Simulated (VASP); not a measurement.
Set up this calculation in VASP 6.6.1, as the native input.

| Property | Result |
| --- | --- |
| Task | single point |
| Functional | PBE |
| Potentials or basis | VASP PAW PBE potentials, release 64 (In_d, P) |
| Cutoff | 500 eV |
| k mesh | 4 × 4 × 4 |
| Occupations | gaussian, width 0.1 eV |
| Spin | no spin polarisation |
| Dipole correction | no |
| Further INCAR settings | ALGO = Normal; EDIFF = 1e-06; NBANDS = 16 |

The structure of InP lies in POSCAR:

```
InP
1.0
    0.0000000000      2.9519763857      2.9519763857
    2.9519763857      0.0000000000      2.9519763857
    2.9519763857      2.9519763857      0.0000000000
In P
1 1
Direct
    0.0000000000      0.0000000000      0.0000000000
    0.2500000000      0.2500000000      0.2500000000
```

One way to write it, as run:

INCAR

```
PREC = Accurate
ENCUT = 500
EDIFF = 1E-6
ISMEAR = 0
SIGMA = 0.1
LREAL = F
LASPH = T
NELM = 120
ALGO = Normal
ISIF = 2
LWAVE = F
LCHARG = T
GGA = PE
LELF = T
LVHAR = T
NBANDS = 16
GGA_COMPAT = F
```

KPOINTS

```
regular mesh
0
Gamma
  4 4 4
```

Potentials or basis: VASP PAW PBE potentials, release 64 (In_d, P).

The run is started by

```console
$ cat potpaw_PBE.64/In_d/POTCAR potpaw_PBE.64/P/POTCAR > POTCAR
$ mpirun -np 1 vasp_std > vasp.out
```

Results of the run:

| Property | Result |
| --- | --- |
| Pressure | 1.9 GPa |
| Band gap on the k mesh | 0.58 eV, direct |

Caveat: the k points lie up to 0.46 Å⁻¹ apart; spin-orbit coupling is left out, which moves the levels of the heavy elements.

Wall time 14 s on 1 thread of Intel Xeon 8259CL, on a shared host, peak memory 0.16 GiB.
